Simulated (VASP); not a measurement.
Set up this calculation in VASP 6.6.1, as the native input.

- Task: single point
- Functional: PBEsol
- Potentials or basis: VASP PAW PBE potentials, release 64 (Be, P)
- Cutoff: 520 eV
- k mesh: 5 × 5 × 1
- Occupations: fermi-dirac, width 0.15 eV
- Spin: no spin polarisation
- Dipole correction: no
- Further INCAR settings: LREAL = Auto; ALGO = Normal; EDIFF = 1e-06; NBANDS = 32

The structure of Be16P lies in POSCAR:

```
Be16P
1.0
    4.5800000000      0.0000000000      0.0000000000
    2.2900000000      3.9663960000      0.0000000000
    0.0000000000      0.0000000000     16.3826450000
Be P
16 1
Direct
   -0.1666666667      0.3333333333      0.0610402044
    0.3333333333      0.3333333333      0.0610402044
   -0.1666666667      0.8333333333      0.0610402044
    0.3333333333      0.8333333333      0.0610402044
   -0.0036178628      0.0039514461      0.1721438144
    0.4998590377      0.0039670774      0.1721770813
   -0.0010748526      0.5023706660      0.1749294452
    0.5001144709      0.4999273900      0.1733637029
   -0.1693925808      0.3427716244      0.2858697726
    0.3269353361      0.3427411181      0.2859156137
   -0.1649512391      0.8301304257      0.2852641316
    0.3294626786      0.8412899267      0.2794798398
   -0.0082689615      0.0026086654      0.3901256482
    0.5061671933      0.0025105915      0.3902392440
    0.0109476234      0.4787562815      0.4042278887
    0.4892999928      0.5219214118      0.3967527222
    0.2947070261      0.9104025418      0.4924027836
```

The input as run:

INCAR

```
PREC     = Accurate       # precision mode
ENCUT    = 520            # plane-wave cutoff, eV
EDIFF    = 1E-6           # SCF threshold, eV
ISMEAR   = -1             # smearing method
SIGMA    = 0.15           # smearing width, eV
LREAL    = Auto         
LASPH    = True           # aspherical terms in the spheres
NELM     = 100            # most SCF steps
ALGO     = Normal         # electronic algorithm
ISIF     = 2              # what is computed and relaxed
LWAVE    = False          # write WAVECAR
LCHARG   = True           # write CHGCAR
GGA      = PS             # functional
LELF     = True           # ELF
LVHAR    = True         
NBANDS   = 32             # bands
```

KPOINTS

```
Automatic mesh
0
Gamma
  5 5 1
```

Potentials or basis: VASP PAW PBE potentials, release 64 (Be, P).

Command:

```sh
$ cat potpaw_PBE.64/Be/POTCAR potpaw_PBE.64/P/POTCAR > POTCAR
$ mpirun -np 1 vasp_std > vasp.out
```

It gave:

- Largest force: 0.209 eV/Å

Caveat: the PAW data sets were made with another functional, which shifts forces and pressure a little.

Wall time 4.9 min on 1 thread of Intel(R) Xeon(R) Platinum 8259CL CPU @ 2.50GHz (Skylake/Cascade Lake), with other jobs on the host, peak memory 0.41 GiB.
